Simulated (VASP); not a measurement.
# ZrS2 (P-3m1) in VASP: settings compared

Aim: see how the results for ZrS2 move with the level of theory and the settings. Levels: HSE06, r2SCAN. Tasks: single point.

Program: VASP 6.6.1. These are calculated values, not measurements. Logs are shortened: lines on timing, memory, paths and dates and some standing lists are left out, and cuts for length are marked.

**1. The cell of the first run**

It takes space group P-3m1 (No. 164, trigonal). The conventional cell has a = 3.821 Å, b = 3.821 Å, c = 6.091 Å, α = 90.00°, β = 90.00°, γ = 120.00°. Within 3.4 Å of Zr (site symmetry -3m) lie 6 S at 2.60 Å. S (site symmetry 3m) has 3 Zr at 2.60 Å and 3 S at 3.53 Å within 3.6 Å.

**2. Single point, HSE06 (strain +4.0%)**

File POSCAR:

```
ZrS2
1.0
    3.8213750484      0.0000000000      0.0000000000
   -1.9106875242      3.3094078693      0.0000000000
    0.0000000000      0.0000000000      6.0911305251
Zr S
1 2
Direct
    0.0000000000      0.0000000000      0.0000000000
    0.3333333333      0.6666666667      0.2264269557
    0.6666666667      0.3333333333      0.7735730443
```

File INCAR.step1:

```
PREC = Accurate ; ENCUT = 400
EDIFF = 1E-5 ; ISMEAR = 0
SIGMA = 0.01 ; LREAL = F
LASPH = T ; NELM = 120
ALGO = Normal ; ISIF = 2
LWAVE = T ; GGA = PE
NBANDS = 19 ; GGA_COMPAT = F
```

File INCAR.step2:

```
PREC = Accurate ; ENCUT = 400
EDIFF = 1E-6 ; ISMEAR = 0
SIGMA = 0.01 ; LREAL = F
LASPH = T ; NELM = 120
ALGO = Normal ; ISIF = 2
LWAVE = F ; LCHARG = T
GGA = PE ; LHFCALC = T
HFSCREEN = 0.2079 ; PRECFOCK = Normal
LELF = T ; LVHAR = T
ISTART = 1 ; NBANDS = 19
GGA_COMPAT = F
```

File KPOINTS:

```
Automatic mesh
0
Gamma
  6 6 4
```

Potentials or basis: VASP PAW PBE potentials, release 64 (Zr_sv, S).

Run with:

```
cat potpaw_PBE.64/Zr_sv/POTCAR potpaw_PBE.64/S/POTCAR > POTCAR
cp INCAR.step1 INCAR
mpirun -np 1 vasp_std > vasp.out
cp INCAR.step2 INCAR
mpirun -np 1 vasp_std > vasp.out
```

OUTCAR:

```text
PREC = Accurate
   ENCUT = 400
   EDIFF = 1E-6
   ISMEAR = 0
   LREAL = F
   LASPH = T
   NELM = 120
   ISIF = 2
   GGA = PE
   LHFCALC = T
   HFSCREEN = 0.2079
   PRECFOCK = Normal
   ISTART = 1

 ion  position               nearest neighbor table
   1  0.000  0.000  0.000-   2 2.60   3 2.60   2 2.60   3 2.60   3 2.60   2 2.60
   2  0.333  0.667  0.226-   1 2.60   1 2.60   1 2.60
   3  0.667  0.333  0.774-   1 2.60   1 2.60   1 2.60

  LATTYP: Found a hexagonal cell.
 ALAT       =     3.8213750484
 C/A-ratio  =     1.5939630232

  Lattice vectors:

 A1 = (   3.8213750484,   0.0000000000,   0.0000000000)
 A2 = (  -1.9106875242,   3.3094078693,   0.0000000000)
 A3 = (   0.0000000000,   0.0000000000,   6.0911305251)

Analysis of symmetry for initial positions (statically):
=====================================================================
 Subroutine PRICEL returns:
 Original cell was already a primitive cell.

 Routine SETGRP: Setting up the symmetry group for a
 hexagonal supercell.

 Subroutine GETGRP returns: Found 12 space group operations
 (whereof 12 operations were pure point group operations)
 out of a pool of 24 trial point group operations.

The static configuration has the point symmetry D_3d.

Analysis of symmetry for dynamics (positions and initial velocities):
=====================================================================
 Subroutine PRICEL returns:
 Original cell was already a primitive cell.

 Routine SETGRP: Setting up the symmetry group for a
 hexagonal supercell.

 Subroutine GETGRP returns: Found 12 space group operations
 (whereof 12 operations were pure point group operations)
 out of a pool of 24 trial point group operations.

The dynamic configuration has the point symmetry D_3d.

 Subroutine INISYM returns: Found 12 space group operations
 (whereof 12 operations are pure point group operations),
 and found     1 'primitive' translations

----------------------------------------------------------------------------------------

                                     Primitive cell

  volume of cell :      77.0314

  direct lattice vectors                    reciprocal lattice vectors
     3.821375048  0.000000000  0.000000000     0.261685908  0.151084430  0.000000000
    -1.910687524  3.309407869  0.000000000     0.000000000  0.302168859  0.000000000
     0.000000000  0.000000000  6.091130525     0.000000000  0.000000000  0.164173136

[... 90 lines left out ...]
   ISIF   =      2    stress and relaxation
   ISYM   =      3    0-nonsym 1-usesym 2-fastsym
   POTIM  = 0.5000    time-step for ionic-motion
   TEBEG  =    0.0;   TEEND  =   0.0 temperature during run
   PSTRESS=    0.0 pullay stress
   NELECT =      24.0000    total number of electrons
   NUPDOWN=      -1.0000    fix difference up-down
   EMIN   =  10.00;   EMAX   =-10.00  energy-range for DOS
   EFERMI =   0.00;   METHOD = LEGACY
   ISMEAR =     0;   SIGMA  =   0.01  broadening in eV -4-tet -1-fermi 0-gaus
   EFERMI_NEDOS =   21; number of points for ismear=-14 and -15
   IALGO  =     38    algorithm
   IMIX   =      1    mixing-type and parameters
     AMIX     =   0.40;   BMIX     =  1.00
     AMIX_MAG =   1.60;   BMIX_MAG =  1.00
  volume/ion in A,a.u.               =      25.68       173.28
  Fermi-wavevector in a.u.,A,eV,Ry     =   1.109829  2.097272 16.758565  1.231720
  Thomas-Fermi vector in A             =   2.246373
   LORBIT       =      0    0 simple, 1 ext, 2 COOP (PROOUT), +10 PAW based schemes
   GGA     = PE    functional components
   LHFCALC =     T    Hartree Fock is set to
   PRECFOCK=normal    Normal, Fast or Accurate (Low or Medium for compatibility)
   ENCUT4O =  -1.0   cutoff for four orbital integrals eV
   NKREDX  =     1    reduce k-point grid by
   NKREDY  =     1    reduce k-point grid by
   NKREDZ  =     1    reduce k-point grid by
   AEXX    =    0.2500 exact exchange contribution
   HFSCREEN=    0.2079 screening length (either q_TF or 0.3 A-1)
   HFSCREENC=   0.2079 screening length for correlation (either q_TF or 0.3 A-1)
   ENCUTFOCK=  -1.0 apply spherical cutoff to Coloumb kernel
   IVDW    =     0    specifies the selected vdW correction
   LEPSILON=     F    determine dielectric tensor
   LRPA    =     F    only Hartree local field effects (RPA)
 non-spin polarized calculation
 Gauss-broadening in eV      SIGMA  =   0.01
  energy-cutoff  :      400.00
  volume of cell :       77.03
 maximum number of plane-waves:      1412
 NGX is ok and might be reduce to    28
  NGX = 20; NGY = 20; NGZ = 30

 number of electron      24.0000003 magnetization

 Free energy of the ion-electron system (eV)
  ---------------------------------------------------
  ext. energy  EPLUGINS =         0.00000000
  ---------------------------------------------------
  free energy    TOTEN  =       -25.34208757 eV

  energy without entropy =      -25.34208757  energy(sigma->0) =      -25.34208757

 E-fermi :   3.0669     XC(G=0):  -7.4433

 val. band max:        2.8767043228   @ k =   0.1667   0.0000   0.0000
 cond. band min:       4.9759659520   @ k =   0.5000   0.0000   0.5000
 fundamental gap:      2.0992616292
 Fermi energy:         3.0668580138

 k-point     1 :       0.0000    0.0000    0.0000
  band No.  band energies     occupation
      1     -49.7699      2.00000
      2     -26.4011      2.00000
      3     -26.2478      2.00000
      4     -26.2478      2.00000
      5     -10.8426      2.00000
      6      -9.3450      2.00000
[... 505 lines left out ...]
      6      -9.6060      2.00000
[... 11 lines left out ...]
     18      11.9027      0.00000
     19      12.3674      0.00000

------------------------ aborting loop because EDIFF is reached ----------------------------------------

  FORCE on cell =-STRESS in cart. coord.  units (eV):
  Direction    XX          YY          ZZ          XY          YZ          ZX
  --------------------------------------------------------------------------------------
  -------------------------------------------------------------------------------------
  Total       -2.8756639     -2.8756639     -0.3132633      0.0000000      0.0000000      0.0000000
  in kB      -59.8109696    -59.8109696     -6.5155665      0.0000000      0.0000000      0.0000000
  external PRESSURE =     -42.0458352 kB  Pullay stress =       0.0000000 kB

 VOLUME and BASIS-vectors are now :
 -----------------------------------------------------------------------------
  energy-cutoff  :      400.00
  volume of cell :       77.03
      direct lattice vectors                 reciprocal lattice vectors
     3.821375048  0.000000000  0.000000000     0.261685908  0.151084430  0.000000000
    -1.910687524  3.309407869  0.000000000     0.000000000  0.302168859  0.000000000
     0.000000000  0.000000000  6.091130525     0.000000000  0.000000000  0.164173136

 POSITION                                       TOTAL-FORCE (eV/Angst)
 -----------------------------------------------------------------------------------
      0.00000      0.00000      0.00000         0.000000      0.000000      0.000000
     -0.00000      2.20627      1.37920        -0.000000     -0.000000     -0.178489
      1.91069      1.10314      4.71193        -0.000000      0.000000      0.178489
 -----------------------------------------------------------------------------------
    total drift:                               -0.000000     -0.000000     -0.000001

  FREE ENERGIE OF THE ION-ELECTRON SYSTEM (eV)
  ---------------------------------------------------
  free  energy   TOTEN  =       -25.3420875683 eV

  energy  without entropy=      -25.3420875683  energy(sigma->0) =      -25.34208757
```

Run time: 38 min. Hardware: 1 thread of Intel Xeon Platinum 8488C (Sapphire Rapids), shared host; peak memory 0.29 GiB.

What came out:

```
Free energy            : -25.3421 eV
Pressure               : -4.2 GPa
Largest force          : 0.178 eV/Å
Band gap on the k mesh : 2.10 eV (least direct gap 2.40 eV)
```

Forces in eV/Å, atoms in the order of the input:
```
Zr   0.000  0.000  0.000
S    0.000  0.000 -0.178
S    0.000  0.000  0.178
```

Stress tensor (GPa, compression positive):
```
-5.98  0.00  0.00
 0.00 -5.98  0.00
 0.00  0.00 -0.65
```

Caveat: the cell differs from its parent crystal (strain +4.0%); the stress differs along the axes, from -6 to -1 GPa; the PAW data sets were made with another functional, which shifts forces and pressure a little; this functional lacks dispersion, which binds layers or chains, so the pressure and a relaxed spacing across them are unreliable.

**3. Single point, r2SCAN, non-collinear spin, zero start, spin-orbit coupling (strain -3.0%)**

File POSCAR:

```
ZrS2
1.0
    3.5641671124      0.0000000000      0.0000000000
   -1.7820835562      3.0866592627      0.0000000000
    0.0000000000      0.0000000000      5.6811505859
Zr S
1 2
Direct
    0.0000000000      0.0000000000      0.0000000000
    0.3333333333      0.6666666667      0.2609554860
    0.6666666667      0.3333333333      0.7390445140
```

File INCAR.step1:

```
PREC     = Accurate       # precision mode
ENCUT    = 550            # plane-wave cutoff, eV
ISMEAR   = -1             # smearing method
SIGMA    = 0.02           # smearing width, eV
LREAL    = False          # projectors in reciprocal space
LASPH    = True           # aspherical terms in the spheres
NELM     = 200            # most SCF steps
LNONCOLLINEAR= True           # non-collinear magnetism
MAGMOM   = 0 0 0 0 0 0 0 0 0 # initial moments
LSORBIT  = True           # spin-orbit coupling
GGA_COMPAT= False        
LMAXMIX  = 4              # l up to which the mixer works
NBANDS   = 37             # bands
GGA      = PE             # functional
ALGO     = Normal         # electronic algorithm
EDIFF    = 1E-5           # SCF threshold, eV
LWAVE    = True           # write WAVECAR
LCHARG   = False          # write CHGCAR
```

File INCAR.step2:

```
PREC     = Accurate       # precision mode
ENCUT    = 550            # plane-wave cutoff, eV
EDIFF    = 1E-6           # SCF threshold, eV
ISMEAR   = -1             # smearing method
SIGMA    = 0.02           # smearing width, eV
LREAL    = False          # projectors in reciprocal space
LASPH    = True           # aspherical terms in the spheres
NELM     = 200            # most SCF steps
ALGO     = Normal         # electronic algorithm
ISIF     = 2              # what is computed and relaxed
LWAVE    = False          # write WAVECAR
LCHARG   = False          # write CHGCAR
LNONCOLLINEAR= True           # non-collinear magnetism
MAGMOM   = 0 0 0 0 0 0 0 0 0 # initial moments
LORBIT   = 11             # projections on sites
LSORBIT  = True           # spin-orbit coupling
GGA_COMPAT= False        
LORBMOM  = True         
LMAXMIX  = 4              # l up to which the mixer works
METAGGA  = R2SCAN         # meta-GGA
LMIXTAU  = True         
NBANDS   = 37             # bands
ISTART   = 1
```

File KPOINTS:

```
regular mesh
0
Gamma
  12 12 4
```

Potentials or basis: VASP PAW PBE potentials, release 64 (Zr_sv, S).

Run with:

```
cat potpaw_PBE.64/Zr_sv/POTCAR potpaw_PBE.64/S/POTCAR > POTCAR
cp INCAR.step1 INCAR
mpirun -np 1 vasp_ncl > vasp.out
cp INCAR.step2 INCAR
mpirun -np 1 vasp_ncl > vasp.out
```

OUTCAR:

```text
PREC = Accurate
   ENCUT = 550
   EDIFF = 1E-6
   ISMEAR = -1
   LREAL = False
   LASPH = True
   NELM = 200
   ISIF = 2
   LNONCOLLINEAR = True
   LORBIT = 11
   LSORBIT = True
   METAGGA = R2SCAN
   ISTART = 1

 ion  position               nearest neighbor table
   1  0.000  0.000  0.000-   2 2.54   3 2.54   3 2.54   2 2.54   3 2.54   2 2.54
   2  0.333  0.667  0.261-   1 2.54   1 2.54   1 2.54
   3  0.667  0.333  0.739-   1 2.54   1 2.54   1 2.54

  LATTYP: Found a hexagonal cell.
 ALAT       =     3.5641671124
 C/A-ratio  =     1.5939630233

  Lattice vectors:

 A1 = (   3.5641671124,   0.0000000000,   0.0000000000)
 A2 = (  -1.7820835562,   3.0866592627,   0.0000000000)
 A3 = (   0.0000000000,   0.0000000000,   5.6811505859)

Analysis of symmetry for initial positions (statically):
=====================================================================
 Subroutine PRICEL returns:
 Original cell was already a primitive cell.

 Routine SETGRP: Setting up the symmetry group for a
 hexagonal supercell.

 Subroutine GETGRP returns: Found 12 space group operations
 (whereof 12 operations were pure point group operations)
[... 1206 lines left out ...]
    -0.0003969    -0.0001248     0.0000000    -0.0001248     0.0000000
 l=   3
     0.0000000     0.0000000     0.0000000     0.0000000     0.0000000     0.0000000     0.0000000
     0.0000000     0.0000000     0.0000000     0.0000000     0.0000000     0.0000000     0.0000000
     0.0000000     0.0000000     0.0000000     0.0000000     0.0000000     0.0000000     0.0000000
     0.0000000     0.0000000     0.0000000     0.0000000     0.0000000     0.0000000     0.0000000
[... 29 lines left out ...]
 l=   2
     0.0000000     0.0000000     0.0000000     0.0000000     0.0000000
     0.0000000     0.0000000     0.0000000     0.0000000     0.0000000
     0.0000000     0.0000000     0.0000000     0.0000000     0.0000000
     0.0000000     0.0000000     0.0000000     0.0000000     0.0000000
     0.0000000     0.0000000     0.0000000     0.0000000     0.0000000
 l=   3
     0.0000000     0.0000000     0.0000000     0.0000000     0.0000000     0.0000000     0.0000000
     0.0000000     0.0000000     0.0000000     0.0000000     0.0000000     0.0000000     0.0000000
     0.0000000     0.0000000     0.0000000     0.0000000     0.0000000     0.0000000     0.0000000
     0.0000000     0.0000000     0.0000000     0.0000000     0.0000000     0.0000000     0.0000000
     0.0000000     0.0000000     0.0000000     0.0000000     0.0000000     0.0000000     0.0000000
     0.0000000     0.0000000     0.0000000     0.0000000     0.0000000     0.0000000     0.0000000
     0.0000000     0.0000000     0.0000000     0.0000000     0.0000000     0.0000000     0.0000000

 total charge

# of ion       s       p       d       tot
------------------------------------------
    1        2.172   6.036   1.442   9.650
    2        1.339   2.453   0.000   3.793
    3        1.339   2.453   0.000   3.793
--------------------------------------------------
tot          4.851  10.943   1.442  17.235

 magnetization (x)

# of ion       s       p       d       tot
------------------------------------------
    1       -0.000   0.000  -0.000  -0.000
    2       -0.000   0.000   0.000   0.000
    3       -0.000   0.000   0.000   0.000
--------------------------------------------------
tot         -0.000   0.000  -0.000   0.000

 magnetization (y)

# of ion       s       p       d       tot
------------------------------------------
    1        0.000   0.000   0.000   0.000
    2       -0.000   0.000   0.000  -0.000
    3       -0.000   0.000   0.000  -0.000
--------------------------------------------------
tot         -0.000   0.000   0.000  -0.000

 magnetization (z)

# of ion       s       p       d       tot
------------------------------------------
    1        0.000   0.000   0.000   0.000
    2        0.000   0.000   0.000   0.000
    3        0.000   0.000   0.000   0.000
--------------------------------------------------
tot          0.000   0.000   0.000   0.000
```

OUTCAR.step1:

```text
PREC = Accurate
   ENCUT = 550
   ISMEAR = -1
   LREAL = False
   LASPH = True
   NELM = 200
   LNONCOLLINEAR = True
   LSORBIT = True
[... 1244 lines left out ...]
     0.0000000     0.0000000     0.0000000     0.0000000     0.0000000     0.0000000     0.0000000
     0.0000000     0.0000000     0.0000000     0.0000000     0.0000000     0.0000000     0.0000000
     0.0000000     0.0000000     0.0000000     0.0000000     0.0000000     0.0000000     0.0000000
     0.0000000     0.0000000     0.0000000     0.0000000     0.0000000     0.0000000     0.0000000
     0.0000000     0.0000000     0.0000000     0.0000000     0.0000000     0.0000000     0.0000000

=======================================================================

 ========================================================
```

OSZICAR.step1:

```text
N       E                     dE             d eps       ncg     rms          rms(c)
DAV:   1     0.190429412051E+03    0.19043E+03   -0.11969E+04  5106   0.127E+03
DAV:   2    -0.850316608765E+01   -0.19893E+03   -0.18901E+03  6279   0.314E+02
DAV:   3    -0.222603349419E+02   -0.13757E+02   -0.13577E+02  7548   0.723E+01
DAV:   4    -0.232146486934E+02   -0.95431E+00   -0.95113E+00  7805   0.152E+01
DAV:   5    -0.232450841110E+02   -0.30435E-01   -0.30433E-01  7025   0.222E+00    0.182E+01
DAV:   6    -0.214048368359E+02    0.18402E+01   -0.32464E+00  5734   0.138E+01    0.830E+00
DAV:   7    -0.213462252312E+02    0.58612E-01   -0.63909E-01  7465   0.433E+00    0.422E+00
DAV:   8    -0.213553312092E+02   -0.91060E-02   -0.94420E-02  6521   0.185E+00    0.106E+00
DAV:   9    -0.213544214368E+02    0.90977E-03   -0.11546E-02  6181   0.715E-01    0.630E-01
DAV:  10    -0.213547004838E+02   -0.27905E-03   -0.20775E-03  6680   0.330E-01    0.274E-01
DAV:  11    -0.213546717794E+02    0.28704E-04   -0.69561E-05  7147   0.585E-02    0.974E-02
DAV:  12    -0.213546633244E+02    0.84551E-05   -0.12011E-05  4003   0.262E-02
   1 F= -.21354663E+02 E0= -.21354663E+02  d E =-.379627E-07  mag=    -0.0000     0.0000    -0.0000
```

It took 20 min on 1 thread of Intel Xeon Platinum 8488C (Sapphire Rapids), shared host; peak memory 0.55 GiB.

What came out:

* Free energy: -44.0889 eV
* Pressure: 6.1 GPa
* Largest force: 0.043 eV/Å
* Net moment: 0.00 μB per cell
* Valence electrons inside the program's atomic spheres: Zr 9.65; S 3.79

Forces in eV/Å, atoms in the order of the input:
```
Zr   0.000  0.000  0.000
S    0.000  0.000 -0.043
S    0.000  0.000  0.043
```

Moments on the atoms (μB; x, y, z):
```
Zr  0.00 0.00 0.00
S   0.00 0.00 0.00
S   0.00 0.00 0.00
```

Caveat: the cell differs from its parent crystal (strain -3.0%); the cell stands under pressure; the PAW data sets were made with another functional, which shifts forces and pressure a little.
